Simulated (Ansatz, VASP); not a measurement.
## One calculation of As, two programs

INCAR

```
  PREC = Accurate
  ENCUT = 500
  EDIFF = 1E-6
  ISMEAR = -5
  SIGMA = 0.1
  LREAL = F
  LASPH = T
  NELM = 120
  ALGO = Normal
  ISIF = 2
  LWAVE = F
  LCHARG = F
  GGA = PE
  NBANDS = 12
  GGA_COMPAT = F
```

Contents of KPOINTS:

```
regular mesh
0
Gamma
  7 3 1
```

File POSCAR:

```
As
1.0
    1.8797494575      1.0852738553      3.4857700000
   -1.8797494575      1.0852738553      3.4857700000
    0.0000000000     -2.1705477106      3.4857700000
As
2
Direct
    0.2389560451      0.1709977318      0.2601796820
    0.7497479147      0.8220303495      0.7492479093
```

Input for Ansatz:

```yaml
crystal:
  lattice:
    - [1.8797494575, 1.0852738553, 3.48577]
    - [-1.8797494575, 1.0852738553, 3.48577]
    - [0.0, -2.1705477106, 3.48577]
  atoms:
    - { symbol: As, position: [0.2389560451, 0.1709977318, 0.260179682] }
    - { symbol: As, position: [0.7497479147, 0.8220303495, 0.7492479093] }
basis:
  ecutwfc: 420
kpoints:
  mp_grid: { grid: [7, 3, 1] }
hamiltonian:
  xc: pbe
scf:
  occupations: { method: tetrahedron }
output:
  forces: true
  stress: true
  eigenvalues: true
```

Alike in both runs: task single point; functional PBE; k mesh 7 × 3 × 1; occupations tetrahedron; no spin polarisation.

```csv
,VASP,Ansatz
version,VASP 6.6.1,Ansatz 0.2.0
potentials or method,"VASP PAW PBE potentials, release 64 (As), cutoff 500 eV","scalar-relativistic, plane waves, PAW"
valence electrons in the cell,10,30
```

Ansatz gave:

* gap on the k mesh at the Fermi level (eV): 0.56
* least direct gap on the mesh (eV): 0.56
* pressure (GPa): 17.7
* traceless stress, the component that is largest in VASP (GPa): -24.92
* rms of the force components (eV/Å): 1.064

Problem. Which values does VASP return?

Solution. gap on the k mesh at the Fermi level (eV): 0.56; least direct gap on the mesh (eV): 0.56; pressure (GPa): 18.2; traceless stress, the component that is largest in VASP (GPa): -25.14; rms of the force components (eV/Å): 1.111.

Atom by atom the forces differ by 0.057 eV/Å (rms over components). The functional is the same, so the differences come from potentials, cutoffs and numerics. VASP's potentials hold 10 valence electrons a cell and Ansatz's 30, so a difference there can come from the potentials and not from the codes. Ansatz's warnings: band table not solved further, tetrahedron derivatives may miss energy slope.

The k mesh is coarse, so the values compare programs but aren't converged.
